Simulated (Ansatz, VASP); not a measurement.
## WF2: VASP beside Ansatz

```xyz
3
Lattice="2.7532 0.0000 0.0000 -1.3766 2.3844 0.0000 0.0000 0.0000 6.1618" Properties=species:S:1:pos:R:3 pbc="T T T"
W     0.0000    0.0000    0.0000
F     0.0000    1.5896    1.5079
F     1.3766    0.7948    4.6539
```

Alike in both runs: task single point; functional PBEsol; k mesh 18 × 18 × 8; occupations gaussian, width 0.05 eV; collinear spin; Hubbard terms W d U = 4.0 eV.

|  | VASP | Ansatz |
| --- | --- | --- |
| version | VASP 6.6.1 | Ansatz 0.2.0 |
| potentials or method | VASP PAW PBE potentials, release 64 (W_sv, F), cutoff 520 eV | scalar-relativistic, plane waves, PAW |
| valence electrons in the cell | 28 | 28 |

|  | VASP | Ansatz | Ansatz less VASP |
| --- | --- | --- | --- |
| gap on the k mesh at the Fermi level (eV) | none | none | - |
| pressure (GPa) | 5.1 | 1.3 | -3.71 |
| traceless stress, the component that is largest in VASP (GPa) | 0.60 | -0.36 | -0.962 |
| rms of the force components (eV/Å) | 0.236 | 0.036 | -0.2006 |
| net moment per atom (μB) | 0.00 | 0.00 | 0.000 |

VASP's potentials were made for PBE, not for PBEsol. The programs project onto different local orbitals, so the same U acts differently, and such runs can settle in different states. Atom by atom the forces differ by 0.201 eV/Å (rms over components). A gap of «none» marks a metal or a gap that the smearing closes. Ansatz's warnings: filled band counts differ across k points, seeded moment not kept.

Spin-orbit coupling is off throughout.
